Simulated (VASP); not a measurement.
A run of VASP 6.6.1 is set up as follows.

INCAR

```
SYSTEM = SnO2
PREC = Accurate ; ENCUT = 520
EDIFF = 1E-6 ; ISMEAR = 0
SIGMA = 0.05 ; LREAL = .False.
LASPH = .True. ; NELM = 60
ALGO = Normal ; ISIF = 2
LWAVE = .False. ; LCHARG = .True.
GGA = PE ; LELF = .True.
LVHAR = .True. ; NBANDS = 35
```

The input KPOINTS:

```
regular mesh
0
Gamma
  6 6 8
  0 0 0
```

Contents of POSCAR:

```
SnO2
1.0
    5.2139213958      0.0000000000      0.0000000000
    0.0000000000      5.2139213958      0.0000000000
    0.0000000000      0.0000000000      3.4970302158
Sn O
2 4
Direct
    0.0000000000      0.0000000000      0.0000000000
    0.5000000000      0.5000000000      0.5000000000
    0.3066050863      0.3066050863      0.0000000000
    0.1933949137      0.8066050863      0.5000000000
    0.6933949137      0.6933949137      0.0000000000
    0.8066050863      0.1933949137      0.5000000000
```

Potentials or basis: VASP PAW PBE potentials, release 64 (Sn_d, O).

Run with:

```bash
$ cat potpaw_PBE.64/Sn_d/POTCAR potpaw_PBE.64/O/POTCAR > POTCAR
$ mpirun -np 1 vasp_std > vasp.out
```

Question: Estimate the band gap on the k mesh.

Answer: 0.04 eV, indirect (least direct gap 0.08 eV).

Question: What does it give for the largest force?

Answer: 0.537 eV/Å.

Forces in eV/Å, atoms in the order of the input:
```
Sn   0.000  0.000  0.000
Sn   0.000  0.000  0.000
O    0.380  0.380  0.000
O   -0.380  0.380  0.000
O   -0.380 -0.380  0.000
O    0.380 -0.380  0.000
```

Caveat: the cell differs from its parent crystal (strain +0.080 along x and y, +0.080 along z); spin-orbit coupling is left out, which moves the levels of the heavy elements. A k mesh can miss the band edges.
